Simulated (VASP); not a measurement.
# SnSe in VASP: further runs, part 2 of 2

VASP 6.6.1.

### Step 3. Single point, PBE

Input file INCAR:

```
SYSTEM = SnSe
PREC = Accurate
ENCUT = 500
EDIFF = 1E-6
ISMEAR = -1
SIGMA = 0.01
LREAL = Auto
LASPH = .TRUE.
NELM = 120
ALGO = Normal
ISIF = 2
LWAVE = .FALSE.
LCHARG = .TRUE.
GGA = PE
LELF = .TRUE.
LVHAR = .TRUE.
NBANDS = 182
GGA_COMPAT = .FALSE.
```

Input file KPOINTS:

```
Automatic mesh
0
Gamma
  1 1 1
  0.25 0.25 0.25
```

Input file POSCAR:

```
SnSe
1.0
   11.8119576360      0.0000000000      0.0000000000
    0.0000000000      8.4159686960      0.0000000000
    0.0000000000      0.0000000000      9.1172328878
Sn Se
16 16
Direct
    0.6217178601      0.3567820080      0.1800062141
    0.8785552423      0.1093761027      0.4323923029
    0.3774370355      0.1436518541      0.3180824629
    0.1205665996      0.3901146061      0.0653007602
    0.6219128689      0.3563639811      0.6797629349
    0.8788809650      0.1096464707      0.9324281863
    0.3777611770      0.1431008151      0.8178731652
    0.1209369676      0.3905460274      0.5656195821
    0.6221020119      0.8563617424      0.1797680694
    0.8789397113      0.6097022529      0.4325622967
    0.3779033182      0.6430813731      0.3178700590
    0.1207529951      0.8906000220      0.0656194090
    0.6216201318      0.8567585629      0.6799124514
    0.8786473956      0.6093162179      0.9322963605
    0.3774150817      0.6437147385      0.8181976845
    0.1205996611      0.8900302289      0.5652015998
    0.1426447447      0.1486879414      0.2723600101
    0.6432246354      0.0980921571      0.4718584210
    0.3559021068      0.4008098417      0.0246955495
    0.8564840667      0.3520000334      0.2265170344
    0.1429830853      0.1476544141      0.7712455099
    0.6435129091      0.0988774797      0.9729406476
    0.3562556743      0.4017786000      0.5260631099
    0.8567593999      0.3511581140      0.7254948152
    0.1431082283      0.6476957942      0.2712348631
    0.6436068621      0.5988672021      0.4729521126
    0.3561297777      0.9018526603      0.0261086636
    0.8568699951      0.8511983170      0.2255626546
    0.1426669706      0.6486379254      0.7723132198
    0.6432687727      0.5980836562      0.9718854887
    0.3559120814      0.9007858592      0.5246895620
    0.8564077304      0.8519545932      0.7264977761
```

Potentials or basis: VASP PAW PBE potentials, release 64 (Sn_d, Se).

Started as:

```
$ cat potpaw_PBE.64/Sn_d/POTCAR potpaw_PBE.64/Se/POTCAR > POTCAR
$ mpirun -np 1 vasp_std > vasp.out
```

OUTCAR:

```text
SYSTEM = SnSe
   PREC = Accurate
   ENCUT = 500
   EDIFF = 1E-6
   ISMEAR = -1
   LREAL = Auto
   LASPH = .TRUE.
   NELM = 120
   ISIF = 2
   GGA = PE

 ion  position               nearest neighbor table
   1  0.622  0.357  0.180-  30 2.79  20 2.81  22 2.89   3 3.62
   2  0.879  0.109  0.432-  20 2.79  18 2.80  28 2.89  16 3.61
   3  0.377  0.144  0.318-  31 2.79  17 2.80  23 2.89   1 3.62
   4  0.121  0.390  0.065-  17 2.79  19 2.81  25 2.88  14 3.61
   5  0.622  0.356  0.680-  26 2.79  24 2.81  18 2.89   7 3.62
   6  0.879  0.110  0.932-  24 2.79  22 2.81  32 2.88  12 3.61
[... 8 lines left out ...]
  15  0.377  0.644  0.818-  19 2.79  29 2.80  27 2.89  13 3.62
  16  0.121  0.890  0.565-  29 2.79  31 2.81  21 2.88   2 3.61
  17  0.143  0.149  0.272-   4 2.79   3 2.80  12 2.89
  18  0.643  0.098  0.472-  13 2.79   2 2.80   5 2.89
  19  0.356  0.401  0.025-  15 2.79   4 2.81   7 2.89
  20  0.856  0.352  0.227-   2 2.79   1 2.81  10 2.88
  21  0.143  0.148  0.771-   8 2.79   7 2.81  16 2.88
  22  0.644  0.099  0.973-   9 2.79   6 2.81   1 2.89
[... 8 lines left out ...]
  31  0.356  0.901  0.525-   3 2.79  16 2.81  11 2.89
  32  0.856  0.852  0.726-  14 2.79  13 2.81   6 2.88

  LATTYP: Found a simple orthorhombic cell.
 ALAT       =     8.4159686960
 B/A-ratio  =     1.0833254278
 C/A-ratio  =     1.4035172970

  Lattice vectors:

 A1 = (   0.0000000000,   8.4159686960,   0.0000000000)
 A2 = (   0.0000000000,   0.0000000000,   9.1172328878)
 A3 = (  11.8119576360,   0.0000000000,   0.0000000000)

Analysis of symmetry for initial positions (statically):
=====================================================================
 Subroutine PRICEL returns:
 Original cell was already a primitive cell.

 Routine SETGRP: Setting up the symmetry group for a
 simple orthorhombic supercell.

 Subroutine GETGRP returns: Found  1 space group operations
 (whereof  1 operations were pure point group operations)
 out of a pool of  8 trial point group operations.

The static configuration has the point symmetry C_1 .

Analysis of symmetry for dynamics (positions and initial velocities):
=====================================================================
 Subroutine PRICEL returns:
 Original cell was already a primitive cell.

 Routine SETGRP: Setting up the symmetry group for a
 simple orthorhombic supercell.

 Subroutine GETGRP returns: Found  1 space group operations
 (whereof  1 operations were pure point group operations)
 out of a pool of  8 trial point group operations.

The dynamic configuration has the point symmetry C_1 .

 Subroutine INISYM returns: Found  1 space group operations
 (whereof  1 operations are pure point group operations),
 and found     1 'primitive' translations

----------------------------------------------------------------------------------------

                                     Primitive cell

  volume of cell :     906.3356

  direct lattice vectors                    reciprocal lattice vectors
    11.811957636  0.000000000  0.000000000     0.084659972  0.000000000  0.000000000
     0.000000000  8.415968696  0.000000000     0.000000000  0.118821735  0.000000000
     0.000000000  0.000000000  9.117232888     0.000000000  0.000000000  0.109682402

  length of vectors
[... 95 lines left out ...]
 Found      4 irreducible k-points:

 Following reciprocal coordinates:
            Coordinates               Weight
  0.250000  0.250000  0.250000      2.000000
 -0.250000  0.250000 -0.250000      2.000000
 -0.250000 -0.250000  0.250000      2.000000
  0.250000 -0.250000 -0.250000      2.000000
   k-points           NKPTS =      4   k-points in BZ     NKDIM =      4   number of bands    NBANDS=    182
   number of dos      NEDOS =    301   number of ions     NIONS =     32
   total plane-waves  NPLWV = 403200
   dimension x,y,z NGX =    90 NGY =   64 NGZ =   70
   dimension x,y,z NGXF=   180 NGYF=  128 NGZF=  140
   ions per type =              16  16
   NGX,Y,Z   is equivalent  to a cutoff of  12.67, 12.64, 12.76 a.u.
   NGXF,Y,Z  is equivalent  to a cutoff of  25.33, 25.28, 25.53 a.u.
 SYSTEM =  SnSe
   PREC   = accura    normal or accurate (medium, high low for compatibility)
   ISTART =      0    job   : 0-new  1-cont  2-samecut
   ICHARG =      2    charge: 1-file 2-atom 10-const
   ISPIN  =      1    spin polarized calculation?
   LNONCOLLINEAR =      F non collinear calculations
   LSORBIT =      F    spin-orbit coupling
   LASPH  =      T    aspherical Exc in radial PAW
   ENCUT  =  500.0 eV  36.75 Ry    6.06 a.u.  21.54 15.34 16.62*2*pi/ulx,y,z
   NELM   =    120;   NELMIN=  2; NELMDL= -5     # of ELM steps
   EDIFF  = 0.1E-05   stopping-criterion for ELM
   LREAL  =      T    real-space projection
   EDIFFG = 0.1E-04   stopping-criterion for IOM
   NSW    =      0    number of steps for IOM
   IBRION =     -1    ionic relax: 0-MD 1-quasi-New 2-CG
   NFREE  =      0    steps in history (QN), initial steepest desc. (CG)
   ISIF   =      2    stress and relaxation
   ISYM   =      2    0-nonsym 1-usesym 2-fastsym
   POTIM  = 0.5000    time-step for ionic-motion
   TEBEG  =    0.0;   TEEND  =   0.0 temperature during run
   PSTRESS=    0.0 pullay stress
   NELECT =     320.0000    total number of electrons
   NUPDOWN=      -1.0000    fix difference up-down
   EMIN   =  10.00;   EMAX   =-10.00  energy-range for DOS
   EFERMI =   0.00;   METHOD = LEGACY
   ISMEAR =    -1;   SIGMA  =   0.01  broadening in eV -4-tet -1-fermi 0-gaus
   EFERMI_NEDOS =   21; number of points for ismear=-14 and -15
   IALGO  =     38    algorithm
   IMIX   =      4    mixing-type and parameters
     AMIX     =   0.40;   BMIX     =  1.00
     AMIX_MAG =   1.60;   BMIX_MAG =  1.00
  volume/ion in A,a.u.               =      28.32       191.13
  Fermi-wavevector in a.u.,A,eV,Ry     =   1.157076  2.186556 18.215812  1.338824
  Thomas-Fermi vector in A             =   2.293690
   LORBIT       =      0    0 simple, 1 ext, 2 COOP (PROOUT), +10 PAW based schemes
   GGA     = PE    functional components
   LHFCALC =     F    Hartree Fock is set to
   AEXX    =    0.0000 exact exchange contribution
   IVDW    =     0    specifies the selected vdW correction
   LEPSILON=     F    determine dielectric tensor
   LRPA    =     F    only Hartree local field effects (RPA)
 non-spin polarized calculation
  energy-cutoff  :      500.00
  volume of cell :      906.34
 maximum number of plane-waves:     23013
 NGX is ok and might be reduce to    90
   NGX = 43   NGY = 31   NGZ = 33

 number of electron     319.9999997 magnetization

 Free energy of the ion-electron system (eV)
  ---------------------------------------------------
  ext. energy  EPLUGINS =         0.00000000
  ---------------------------------------------------
  free energy    TOTEN  =      -131.40022794 eV

  energy without entropy =     -131.40022794  energy(sigma->0) =     -131.40022794

 E-fermi :   4.8810     XC(G=0):  -9.4172

 val. band max:        4.6063970160   @ k =  -0.2500  -0.2500   0.2500
 cond. band min:       5.8611867612   @ k =  -0.2500   0.2500  -0.2500
 fundamental gap:      1.2547897452
 Fermi energy:         4.8809699146

 k-point     1 :       0.2500    0.2500    0.2500
  band No.  band energies     occupation
      1     -16.4882      2.00000
      2     -16.4855      2.00000
      3     -16.4829      2.00000
      4     -16.4808      2.00000
      5     -16.4801      2.00000
      6     -16.4800      2.00000
[... 689 lines left out ...]
    171       6.8081      0.00000
    172       7.1740      0.00000
 [bands above 172 left out]

------------------------ aborting loop because EDIFF is reached ----------------------------------------

  FORCE on cell =-STRESS in cart. coord.  units (eV):
  Direction    XX          YY          ZZ          XY          YZ          ZX
  --------------------------------------------------------------------------------------
  -------------------------------------------------------------------------------------
  Total       -1.4008501     -0.4447632      0.1806021     -0.6089818     -4.4310457     -0.6077826
  in kB       -2.4763567     -0.7862314      0.3192598     -1.0765294     -7.8329936     -1.0744093
  external PRESSURE =      -0.9811094 kB  Pullay stress =       0.0000000 kB

 VOLUME and BASIS-vectors are now :
 -----------------------------------------------------------------------------
  energy-cutoff  :      500.00
  volume of cell :      906.34
      direct lattice vectors                 reciprocal lattice vectors
    11.811957636  0.000000000  0.000000000     0.084659972  0.000000000  0.000000000
     0.000000000  8.415968696  0.000000000     0.000000000  0.118821735  0.000000000
     0.000000000  0.000000000  9.117232888     0.000000000  0.000000000  0.109682402

 POSITION                                       TOTAL-FORCE (eV/Angst)
 -----------------------------------------------------------------------------------
      7.34371      3.00267      1.64116         0.011952     -0.085564      0.021270
     10.37746      0.92051      3.94222        -0.041038     -0.096127      0.012782
      4.45827      1.20897      2.90003        -0.013321      0.084474     -0.020611
      1.42413      3.28319      0.59536         0.038112      0.095096     -0.017161
      7.34601      2.99915      6.19756         0.018440     -0.084993      0.022054
     10.38130      0.92278      8.50116        -0.039006     -0.095758      0.012974
[... 24 lines left out ...]
      4.20402      7.58099      4.78372        -0.074050     -0.171305     -0.042347
     10.11585      7.17002      6.62365        -0.052218      0.130328     -0.033768
 -----------------------------------------------------------------------------------
    total drift:                               -0.002903      0.007683     -0.023435

  FREE ENERGIE OF THE ION-ELECTRON SYSTEM (eV)
  ---------------------------------------------------
  free  energy   TOTEN  =      -131.4002279443 eV

  energy  without entropy=     -131.4002279443  energy(sigma->0) =     -131.40022794
```

Run time: 39 min. Hardware: 1 thread of Oxide Virtual Turin-like, shared host; peak memory 0.95 GiB.

Results:

```
Free energy            : -131.4002 eV
Pressure               : -0.1 GPa
Largest force          : 0.208 eV/Å
Band gap on the k mesh : 1.25 eV
```

Forces in eV/Å, atoms in the order of the input:
```
Sn   0.012 -0.086  0.021
Sn  -0.041 -0.096  0.013
Sn  -0.013  0.084 -0.021
Sn   0.038  0.095 -0.017
Sn   0.018 -0.085  0.022
Sn  -0.039 -0.096  0.013
Sn  -0.013  0.082 -0.023
Sn   0.034  0.094 -0.019
Sn   0.013 -0.087  0.020
Sn  -0.037 -0.096  0.013
Sn  -0.015  0.082 -0.026
Sn   0.040  0.094 -0.016
Sn   0.014 -0.086  0.024
Sn  -0.040 -0.097  0.010
Sn  -0.012  0.085 -0.022
Sn   0.038  0.096 -0.017
Se   0.057 -0.138  0.030
Se   0.078  0.185  0.055
Se  -0.076 -0.172 -0.041
Se  -0.054  0.130 -0.032
Se   0.055 -0.128  0.036
Se   0.078  0.175  0.047
Se  -0.078 -0.183 -0.053
Se  -0.057  0.138 -0.028
Se   0.053 -0.128  0.037
Se   0.074  0.176  0.047
Se  -0.078 -0.185 -0.054
Se  -0.058  0.137 -0.028
Se   0.057 -0.136  0.030
Se   0.079  0.184  0.055
Se  -0.074 -0.171 -0.042
Se  -0.052  0.130 -0.034
```

Caveat: spin-orbit coupling is left out, which moves the levels of the heavy elements; a shifted mesh leaves out Γ, where band edges can lie. A k mesh can miss the band edges.
